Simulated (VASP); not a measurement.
Write the native input for VASP 6.6.1 that does the following.

- Task: single point
- Functional: PBE
- Potentials or basis: VASP PAW PBE potentials, release 64 (Ta_pv)
- Cutoff: 520 eV
- k mesh: 4 × 4 × 4
- Occupations: gaussian, width 0.1 eV
- Spin: no spin polarisation
- Dipole correction: no
- Further INCAR settings: ALGO = Fast; EDIFF = 1e-06; NBANDS = 42

The structure of Ta lies in POSCAR:

```
Ta
1.0
    5.5414910623     -0.1438572376     -0.1068612405
    2.2060156765      6.2953444235      0.8696664373
   -0.8880254587     -0.1211622695      3.1083457112
Ta
6
Direct
    0.2114229141      0.4882020303      0.3110456705
    0.8780960987      0.3214788886      0.6443747192
    0.2114885123     -0.0118461724      0.3110701419
    0.5448684502      0.6548391484      0.9777506987
    0.8781142538      0.8215621395      0.6443807786
    0.5447047308      0.1548527027      0.9776900121
```

The cell was generated, and may not be a known phase.

One way to write it, as run:

INCAR

```
SYSTEM = Ta
  PREC = Accurate
  ENCUT = 520
  EDIFF = 1E-6
  ISMEAR = 0
  SIGMA = 0.1
  LREAL = .False.
  LASPH = .True.
  NELM = 100
  ALGO = Fast
  ISIF = 2
  LWAVE = .False.
  LCHARG = .False.
  GGA = PE
  NBANDS = 42
```

KPOINTS

```
Automatic mesh
0
Gamma
  4 4 4
  0 0 0
```

Potentials or basis: VASP PAW PBE potentials, release 64 (Ta_pv).

Launch:

```bash
$ cat potpaw_PBE.64/Ta_pv/POTCAR > POTCAR
$ mpirun -np 1 vasp_std > vasp.out
```

It gave:

```yaml
Pressure: 0.1 GPa
Largest_force: 0.004 eV/Å
Band_gap_on_the_k_mesh: zero (bands 33 and 34 overlap by 1.54 eV)
```

Caveat: the k points lie up to 0.51 Å⁻¹ apart, too coarse for converged energies and pressures of a metal; spin-orbit coupling is left out, which moves the levels of the heavy elements.

Run time: 99 s on 1 thread of AMD EPYC 9R45 96-Core Processor (Zen 5), on a shared host, peak memory 0.25 GiB.
